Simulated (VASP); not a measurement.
Write the native input for VASP 6.6.1 that does the following.

| Item | Value |
| --- | --- |
| Task | single point |
| Functional | PBE |
| Potentials or basis | VASP PAW PBE potentials, release 64 (Y_sv, Nb_sv, O) |
| Cutoff | 520 eV |
| k mesh | 4 × 4 × 6 |
| Occupations | gaussian, width 0.1 eV |
| Spin | collinear spin |
| Starting moments | [0.08, 0.08, 0.03, 0.01, 0.0, 0.01] μB |
| Dipole correction | no |
| Further INCAR settings | ALGO = Normal; EDIFF = 1e-06; NBANDS = 42 |

The structure of Y3NbO2 lies in POSCAR:

```
Y3NbO2
1.0
    5.4622861100      0.0000000000      0.0000000000
    0.0000000000      5.4622861100      0.0000000000
    0.0000000000      0.0000000000      3.4234729200
Y Nb O
3 1 2
Direct
    0.0000000000      0.5000000000      0.5000000000
    0.5000000000      0.0000000000      0.5000000000
    0.0000000000      0.0000000000      0.5000000000
    0.5000000000      0.5000000000      0.0000000000
    0.5000000000      0.5000000000      0.5000000000
    0.0000000000      0.0000000000      0.0000000000
```

The cell was built from a structure type or drawn by symmetry, and may not be a known phase.

These files were run (other wordings do the same):

INCAR

```
  ALGO = Normal
  EDIFF = 1E-6
  ENCUT = 520
  GGA = PE
  ISIF = 2
  ISMEAR = 0
  ISPIN = 2
  LASPH = T
  LCHARG = F
  LMAXMIX = 4
  LORBIT = 11
  LREAL = F
  LWAVE = F
  MAGMOM = 0.08 0.08 0.03 0.01 0 0.01
  NBANDS = 42
  NELM = 150
  PREC = Accurate
  SIGMA = 0.1
```

KPOINTS

```
k-points
0
Gamma
  4 4 6
```

Potentials or basis: VASP PAW PBE potentials, release 64 (Y_sv, Nb_sv, O).

Command:

```bash
$ cat potpaw_PBE.64/Y_sv/POTCAR potpaw_PBE.64/Nb_sv/POTCAR potpaw_PBE.64/O/POTCAR > POTCAR
$ mpirun -np 1 vasp_std > vasp.out
```

Results of the run:

The pressure is 62.9 GPa, the band gap on the k mesh is zero (filled and empty bands overlap) and the net moment is 0.01 μB per cell. The valence electrons inside the program's atomic spheres are Y 9.84, 12.89 (each value once); Nb 11.17; O 5.28.

Caveat: the cell stands under pressure.

Run time: 8.2 min on 1 thread of Intel Xeon 8259CL (shared host), peak memory 0.37 GiB.
